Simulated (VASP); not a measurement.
# Re (Fm-3m) in VASP: notebook, part 2 of 2

VASP 6.6.1. The steps go on from the part before.

## (3) Relaxation of cell and atoms, r2SCAN

This run uses another cell than the first one, of 14.72 Å³/atom.

POSCAR

```
Re
1.0
    3.8900000000      0.0000000000      0.0000000000
    0.0000000000      3.8900000000      0.0000000000
    0.0000000000      0.0000000000      3.8900000000
Re
4
Direct
    0.0000000000      0.0000000000      0.0000000000
    0.0000000000      0.5000000000      0.5000000000
    0.5000000000      0.0000000000      0.5000000000
    0.5000000000      0.5000000000      0.0000000000
```

INCAR.step1

```
  PREC = Accurate
  ENCUT = 600
  ISMEAR = 0
  SIGMA = 0.1
  LREAL = False
  LASPH = True
  NELM = 60
  GGA = PE
  ALGO = Normal
  EDIFF = 1E-4
  LWAVE = True
  LCHARG = False
```

INCAR.step2

```
  PREC = Accurate
  ENCUT = 600
  EDIFF = 1E-6
  ISMEAR = 0
  SIGMA = 0.1
  LREAL = False
  LASPH = True
  NELM = 60
  ALGO = Normal
  ISIF = 3
  LWAVE = False
  LCHARG = False
  METAGGA = R2SCAN
  LMIXTAU = True
  IBRION = 2
  NSW = 60
  EDIFFG = -0.01
  ISTART = 1
```

KPOINTS

```
regular mesh
0
Gamma
  6 6 6
```

Potentials or basis: VASP PAW PBE potentials, release 64 (Re).

The run is started by

```sh
> cat potpaw_PBE.64/Re/POTCAR > POTCAR
> cp INCAR.step1 INCAR
> mpirun -np 1 vasp_std > vasp.out
> cp INCAR.step2 INCAR
> mpirun -np 1 vasp_std > vasp.out
```

OUTCAR:

```text
PREC = Accurate
   ENCUT = 600
   EDIFF = 1E-6
   ISMEAR = 0
   LREAL = False
   LASPH = True
   NELM = 60
   ISIF = 3
   METAGGA = R2SCAN
   IBRION = 2
   NSW = 60
   EDIFFG = -0.01
   ISTART = 1

 ion  position               nearest neighbor table
   1  0.000  0.000  0.000-   2 2.75   3 2.75   4 2.75   2 2.75   3 2.75   2 2.75   4 2.75   2 2.75
                             3 2.75   4 2.75   3 2.75   4 2.75
   2  0.000  0.500  0.500-   1 2.75   3 2.75   4 2.75   1 2.75   4 2.75   1 2.75   3 2.75   1 2.75
                             3 2.75   4 2.75   4 2.75   3 2.75
   3  0.500  0.000  0.500-   1 2.75   2 2.75   4 2.75   1 2.75   4 2.75   2 2.75   4 2.75   4 2.75
                             1 2.75   2 2.75   1 2.75   2 2.75
   4  0.500  0.500  0.000-   1 2.75   2 2.75   3 2.75   2 2.75   3 2.75   1 2.75   3 2.75   3 2.75
                             1 2.75   2 2.75   2 2.75   1 2.75

  LATTYP: Found a simple cubic cell.
 ALAT       =     3.8900000000

  Lattice vectors:

 A1 = (   3.8900000000,   0.0000000000,   0.0000000000)
 A2 = (   0.0000000000,   3.8900000000,   0.0000000000)
 A3 = (   0.0000000000,   0.0000000000,   3.8900000000)

Analysis of symmetry for initial positions (statically):
=====================================================================
 Subroutine PRICEL returns following result:
[... 177 lines left out ...]

 number of electron      27.9999998 magnetization

 Free energy of the ion-electron system (eV)
  ---------------------------------------------------
  ext. energy  EPLUGINS =         0.00000000
  ---------------------------------------------------
  free energy    TOTEN  =      -209.54058936 eV

  energy without entropy =     -209.51797955  energy(sigma->0) =     -209.52928445

------------------------ aborting loop because EDIFF is reached ----------------------------------------

  FORCE on cell =-STRESS in cart. coord.  units (eV):
  Direction    XX          YY          ZZ          XY          YZ          ZX
  --------------------------------------------------------------------------------------
  -------------------------------------------------------------------------------------
  Total        0.3502156      0.3502156      0.3502156      0.0000000      0.0000000      0.0000000
  in kB        9.5322907      9.5322907      9.5322907      0.0000000      0.0000000      0.0000000
  external PRESSURE =       9.5322907 kB  Pullay stress =       0.0000000 kB
[... 63 lines left out ...]
--------------------------------------- Ionic step        3  -------------------------------------------

 number of electron      27.9999998 magnetization

 Free energy of the ion-electron system (eV)
  ---------------------------------------------------
  ext. energy  EPLUGINS =         0.00000000
  ---------------------------------------------------
  free energy    TOTEN  =      -209.54100024 eV

  energy without entropy =     -209.51834621  energy(sigma->0) =     -209.52967322

 E-fermi :   7.9505     XC(G=0): -14.9775

 val. band max:        7.8825715943   @ k =   0.3333   0.3333   0.1667
 cond. band min:       7.9855292720   @ k =   0.5000   0.3333   0.0000
 fundamental gap:      0.1029576777
 Fermi energy:         7.9505242721

 k-point     1 :       0.0000    0.0000    0.0000
  band No.  band energies     occupation
      1      -2.6774      2.00000
      2       0.8456      2.00000
      3       0.8456      2.00000
      4       0.8456      2.00000
      5       1.6853      2.00000
      6       1.6853      2.00000
[... 440 lines left out ...]
  FREE ENERGIE OF THE ION-ELECTRON SYSTEM (eV)
  ---------------------------------------------------
  free  energy   TOTEN  =      -209.5410002375 eV

  energy  without entropy=     -209.5183462122  energy(sigma->0) =     -209.52967322

 reached required accuracy - stopping structural energy minimisation
```

OUTCAR.step1:

```text
PREC = Accurate
   ENCUT = 600
   ISMEAR = 0
   LREAL = False
   LASPH = True
[... 659 lines left out ...]
      0.00000      0.00000      0.00000        -0.000000     -0.000000     -0.000000
      0.00000      1.94500      1.94500        -0.000000      0.000000      0.000000
      1.94500      0.00000      1.94500         0.000000     -0.000000     -0.000000
      1.94500      1.94500      0.00000         0.000000      0.000000     -0.000000
 -----------------------------------------------------------------------------------
    total drift:                                0.000000     -0.000000     -0.000000

  FREE ENERGIE OF THE ION-ELECTRON SYSTEM (eV)
  ---------------------------------------------------
  free  energy   TOTEN  =       -49.4183464233 eV

  energy  without entropy=      -49.3931228530  energy(sigma->0) =      -49.40573464
```

Run time: 4.8 min. Hardware: 1 thread of Oxide Virtual Turin-like, shared host; peak memory 0.17 GiB.

What came out:

```yaml
Free_energy: -209.5410 eV
Relaxed_volume: 14.75 Å³/atom
Relaxed_cell: a = 3.893 Å, b = 3.893 Å, c = 3.893 Å, α = 90.00°, β = 90.00°, γ = 90.00°
Space_group_after_relaxing_to_0.1_Å: Fm-3m (No. 225)
Energy_gained_by_relaxing: 0.1 meV/atom
Ionic_steps: 3
Pressure_after_relaxing: 0.0 GPa
Band_gap_on_the_k_mesh: zero (bands 14 and 15 overlap by 4.05 eV)
```

Step by step:
| step | energy change (eV) | largest force (eV/Å) | pressure (GPa) | volume (Å³) |
| --- | --- | --- | --- | --- |
| 1 | 0.0000 | 0.0000 | 0.95 | 58.86 |
| 2 | 0.0071 | 0.0000 | -3.90 | 59.61 |
| 3 | -0.0004 | 0.0000 | 0.04 | 59.01 |

Final structure:
```xyz
4
Lattice="3.8931 0.0000 0.0000 0.0000 3.8931 0.0000 0.0000 0.0000 3.8931" Properties=species:S:1:pos:R:3 pbc="T T T"
Re    0.0000    0.0000    0.0000
Re    0.0000    1.9466    1.9466
Re    1.9466    0.0000    1.9466
Re    1.9466    1.9466    0.0000
```

Levels at points of the mesh, in eV from the Fermi level:
```
           k point  band 11  band 12  band 13  band 14  band 15  band 16
(0.00, 0.00, 0.00)     1.37     1.37     2.82     2.82     2.82     3.95
(0.50, 0.00, 0.00)    -1.26    -1.26     0.28     0.28     0.35     0.35
(0.50, 0.50, 0.00)    -3.17    -3.17    -0.34    -0.34    -0.34    -0.34
(0.50, 0.50, 0.50)    -2.18    -2.18     0.10     0.10     0.10     0.10
```

Caveat: the PAW data sets were made with another functional, which shifts forces and pressure a little; spin-orbit coupling is left out, which moves the levels of the heavy elements.

The gap in the log of VASP goes by the Fermi energy; the results here count the filled bands.